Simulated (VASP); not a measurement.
A run of VASP 6.6.1 is set up as follows.

INCAR

```
PREC = Accurate
ENCUT = 500
EDIFF = 1E-6
ISMEAR = -1
SIGMA = 0.08
LREAL = False
LASPH = True
NELM = 120
ALGO = Normal
ISIF = 2
LWAVE = False
LCHARG = False
NBANDS = 17
GGA_COMPAT = False
```

File KPOINTS:

```
regular mesh
0
Gamma
  12 12 12
```

The input POSCAR:

```
TePb
1.0
    0.0000000000      2.6140121691      2.6140121691
    2.6140121691      0.0000000000      2.6140121691
    2.6140121691      2.6140121691      0.0000000000
Pb Te
1 1
Direct
    0.0000000000      0.0000000000      0.0000000000
    0.5000000000      0.5000000000      0.5000000000
```

Potentials or basis: VASP PAW LDA potentials, release 64 (Pb_d, Te).

Command:

```bash
$ cat potpaw_LDA.64/Pb_d/POTCAR potpaw_LDA.64/Te/POTCAR > POTCAR
$ mpirun -np 1 vasp_std > vasp.out
```

Q: What does it give for the band gap on the k mesh?

A: Zero (bands 10 and 11 overlap by 1.39 eV).

Q: Predict the pressure.

A: 111.5 GPa.

Caveat: the cell stands under pressure; spin-orbit coupling is left out, which moves the levels of the heavy elements.
